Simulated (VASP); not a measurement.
LiNbO3 (kpat), 10 atoms in the cell. Symmetry: R3c, No. 161, trigonal system. Conventional cell: a = 5.066 Å, b = 5.066 Å, c = 13.690 Å, α = 90.00°, β = 90.00°, γ = 120.00°. Within 2.6 Å of Li (site symmetry 3) lie 6 O at 1.98 to 2.21 Å. Within 2.5 Å of Nb (site symmetry 3) lie 6 O at 1.88 to 2.11 Å. O (site symmetry 1) has 2 Nb at 1.88 to 2.11 Å and 2 Li at 1.98 to 2.21 Å within 2.5 Å.  This cell differs from its parent crystal: strained cell.

| Item | Value |
| --- | --- |
| Program | VASP 6.6.1 |
| Task | single point |
| Functional | PBE |
| Potentials or basis | VASP PAW PBE potentials, release 64 (Li_sv, Nb_sv, O) |
| Cutoff | 520 eV |
| k mesh | 6 × 6 × 6 |
| Occupations | gaussian, width 0.02 eV |
| Spin | no spin polarisation |
| Dipole correction | no |
| Further INCAR settings | ALGO = Normal; EDIFF = 1e-06; NBANDS = 45 |

Potentials or basis: VASP PAW PBE potentials, release 64 (Li_sv, Nb_sv, O).

Launch:

```console
$ cat potpaw_PBE.64/Li_sv/POTCAR potpaw_PBE.64/Nb_sv/POTCAR potpaw_PBE.64/O/POTCAR > POTCAR
$ mpirun -np 1 vasp_std > vasp.out
```

Hardware: 1 thread of Intel(R) Xeon(R) 6975P-C (Granite Rapids), on a shared host.

Q: Estimate the wall time of this run.

A: Run time: 110 s on 1 thread of Intel(R) Xeon(R) 6975P-C (Granite Rapids), on a shared host, peak memory 0.3 GiB. Counts: scf iterations 16, k points 32.
